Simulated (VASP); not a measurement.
**SnO: single point with PBEsol**

The system is SnO.

```
Sn O
1.0
     3.76215    0.00000    0.00000
     0.00000    3.76215    0.00000
     0.00000    0.00000    4.82087
Sn O
2 2
Direct
  0.50000 0.00000 0.76463
  0.00000 0.50000 0.23537
  0.00000 0.00000 0.00000
  0.50000 0.50000 0.00000
```

This cell differs from its parent crystal: volume scaled by 0.96.

* Program: VASP 6.6.1
* Task: single point
* Functional: PBEsol
* Potentials or basis: VASP PAW PBE potentials, release 64 (Sn_d, O)
* Cutoff: 520 eV
* k mesh: 7 × 7 × 6
* Occupations: fermi-dirac, width 0.05 eV
* Spin: no spin polarisation

```
Pressure               : 3.9 GPa
Largest force          : 0.764 eV/Å
Band gap on the k mesh : 0.22 eV, indirect (least direct gap 1.94 eV)
```

Forces in eV/Å, atoms in the order of the input:
```
Sn   0.000  0.000 -0.764
Sn   0.000  0.000  0.764
O    0.000  0.000  0.000
O    0.000  0.000  0.000
```

Stress tensor (GPa, compression positive):
```
4.28 0.00 0.00
0.00 4.28 0.00
0.00 0.00 3.07
```

Levels at points of the mesh, in eV from the valence-band top:
```
           k point  band 18  band 19  band 20  band 21  band 22  band 23
(0.00, 0.00, 0.00)    -3.46    -3.46     0.00     2.06     4.12     4.76
(0.00, 0.00, 0.50)    -3.47    -3.11    -2.41     1.51     2.93     2.93
```

It took 53 s on 1 thread of Intel Xeon 6975P-C, with other jobs on the host, peak memory 0.21 GiB.

Caveat: the PAW data sets were made with another functional, which shifts forces and pressure a little; spin-orbit coupling is left out, which moves the levels of the heavy elements. A k mesh can miss the band edges.
